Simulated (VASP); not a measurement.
Write the native input for VASP 6.6.1 that does the following.

```
Task                   : relaxation of cell and atoms
Functional             : BLYP
Potentials or basis    : VASP PAW PBE potentials, release 64 (Fe)
Cutoff                 : 600 eV
k mesh                 : 9 × 9 × 13
Occupations            : fermi-dirac, width 0.05 eV
Spin                   : collinear spin, ferromagnetic start
Starting moments       : [2.5, 2.5, 2.5] μB
Dipole correction      : no
Further INCAR settings : ALGO = Normal; EDIFF = 1e-06; IBRION = 2; EDIFFG = -0.01; NSW = 80; ISIF = 3
```

The structure of Fe lies in POSCAR:

```
Fe
1.0
    4.0524593180      0.0000000000      0.0000000000
   -2.0262296590      3.5095327172      0.0000000000
    0.0000000000      0.0000000000      2.4841575619
Fe
3
Direct
    0.0000000000      0.0000000000      0.0000000000
    0.3333333333      0.6666666667      0.5000000000
    0.6666666667      0.3333333333      0.5000000000
```

This isn't the form of Fe at room conditions, which is bcc.

One way to write it, as run:

INCAR

```
  AGGAC = 1.0
  AGGAX = 1.0
  ALDAC = 0.0
  ALDAX = 1.0
  ALGO = Normal
  EDIFF = 1E-6
  EDIFFG = -0.01
  ENCUT = 600
  GGA = B5
  IBRION = 2
  ISIF = 3
  ISMEAR = -1
  ISPIN = 2
  LASPH = T
  LCHARG = F
  LMAXMIX = 4
  LORBIT = 11
  LREAL = F
  LWAVE = F
  MAGMOM = 2.5 2.5 2.5
  NELM = 150
  NSW = 80
  PREC = Accurate
  SIGMA = 0.05
```

KPOINTS

```
k-points
0
Gamma
  9 9 13
```

Potentials or basis: VASP PAW PBE potentials, release 64 (Fe).

Run with:

```bash
$ cat potpaw_PBE.64/Fe/POTCAR > POTCAR
$ mpirun -np 1 vasp_std > vasp.out
```

It gave:

- Relaxed volume: 11.48 Å³/atom
- Relaxed cell: a = 4.044 Å, b = 4.044 Å, c = 2.432 Å, α = 90.00°, β = 90.00°, γ = 120.00°
- Space group after relaxing (to 0.1 Å): P6/mmm (No. 191)
- Energy gained by relaxing: 125.5 meV/atom
- Ionic steps: 9
- Pressure after relaxing: 0.0 GPa
- Net moment: 1.51 μB per cell
- Site moments: Fe -1.81, +1.64 (each value once) μB
- Valence electrons inside the program's atomic spheres: Fe 7.23, 7.34 (each value once)

Caveat: the PAW data sets were made with another functional, which shifts forces and pressure a little.

It took 9.6 min on 1 thread of AMD EPYC 9R45 96-Core Processor (Zen 5), with other jobs on the host, peak memory 0.22 GiB.
